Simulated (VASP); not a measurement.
Here is a VASP 6.6.1 calculation.

The input INCAR:

```
ALGO     = Normal         # electronic algorithm
EDIFF    = 1E-6           # SCF threshold, eV
ENCUT    = 520            # plane-wave cutoff, eV
GGA      = PE             # functional
ISIF     = 2              # what is computed and relaxed
ISMEAR   = 0              # smearing method
LASPH    = T              # aspherical terms in the spheres
LCHARG   = T              # write CHGCAR
LELF     = T              # ELF
LREAL    = F              # projectors in reciprocal space
LVHAR    = T            
LWAVE    = F              # write WAVECAR
NBANDS   = 17             # bands
NELM     = 80             # most SCF steps
PREC     = Accurate       # precision mode
SIGMA    = 0.05           # smearing width, eV
```

Contents of KPOINTS:

```
k-points
0
Gamma
  10 10 10
```

Contents of POSCAR:

```
TePb
1.0
    3.7169304726      0.0000000000      0.0000000000
    0.0000000000      3.7169304726      0.0000000000
    0.0000000000      0.0000000000      3.7169304726
Te Pb
1 1
Direct
    0.5000000000      0.5000000000      0.5000000000
    0.0000000000      0.0000000000      0.0000000000
```

Potentials or basis: VASP PAW PBE potentials, release 64 (Te, Pb_d).

The run is started by

```console
$ cat potpaw_PBE.64/Te/POTCAR potpaw_PBE.64/Pb_d/POTCAR > POTCAR
$ mpirun -np 1 vasp_std > vasp.out
```

(1) Estimate the band gap on the k mesh.

(2) What does it give for the pressure?

Results:

(1) zero (band 10 reaches 9.51 eV, above the bottom of band 11 at 7.43 eV).

(2) 14.0 GPa.

Caveat: spin-orbit coupling is left out, which moves the levels of the heavy elements.
